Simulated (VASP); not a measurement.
Here is a VASP 6.6.1 calculation.

File INCAR:

```
PREC = Accurate ; ENCUT = 520
EDIFF = 1E-6 ; ISMEAR = 0
SIGMA = 0.02 ; LREAL = F
LASPH = T ; NELM = 80
ALGO = Normal ; ISIF = 2
LWAVE = F ; LCHARG = T
GGA = PE ; LELF = T
LVHAR = T ; NBANDS = 11
```

KPOINTS

```
regular mesh
0
Gamma
  10 10 10
```

File POSCAR:

```
MgO
1.0
    0.0000000000      2.1128979123      2.1128979123
    2.1128979123      0.0000000000      2.1128979123
    2.1128979123      2.1128979123      0.0000000000
Mg O
1 1
Direct
    0.0000000000      0.0000000000      0.0000000000
    0.5000000000      0.5000000000      0.5000000000
```

Potentials or basis: VASP PAW PBE potentials, release 64 (Mg, O).

Command:

```bash
$ cat potpaw_PBE.64/Mg/POTCAR potpaw_PBE.64/O/POTCAR > POTCAR
$ mpirun -np 1 vasp_std > vasp.out
```

Task: Predict the band gap on the k mesh.

Result: 4.63 eV, direct.

Task: Predict the pressure.

Result: 2.3 GPa.

PBE gaps usually lie below the measured ones, often by a third to a half.
